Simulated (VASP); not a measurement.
## Cu: single point with PBEsol

Cu:

```
CELL_PARAMETERS angstrom
0.00000 2.88801 2.88801
2.88801 0.00000 2.88801
2.88801 2.88801 0.00000
ATOMIC_POSITIONS crystal
Cu 0.50000 0.50000 0.50000
Cu 0.25000 0.25000 0.25000
Cu 0.75000 0.75000 0.75000
```

* Program: VASP 6.6.1
* Task: single point
* Functional: PBEsol
* Potentials or basis: VASP PAW PBE potentials, release 64 (Cu)
* Cutoff: 520 eV
* k mesh: 7 × 7 × 7
* Occupations: methfessel-paxton, width 0.1 eV
* Spin: no spin polarisation

```json
{
 "Pressure": "-13.2 GPa"
}
```

Levels at points of the mesh, in eV from the Fermi level:
| k point | band 12 | band 13 | band 14 | band 15 | band 16 | band 17 | band 18 | band 19 | band 20 | band 21 |
| --- | --- | --- | --- | --- | --- | --- | --- | --- | --- | --- |
| (0.00, 0.00, 0.00) | -1.41 | -1.41 | -1.41 | -1.36 | -1.36 | 6.76 | 6.76 | 6.76 | 7.98 | 7.98 |

Wall time 46 s on 1 thread of Intel Xeon 8259CL, on a shared host, peak memory 0.17 GiB.

Caveat: the PAW data sets were made with another functional, which shifts forces and pressure a little.
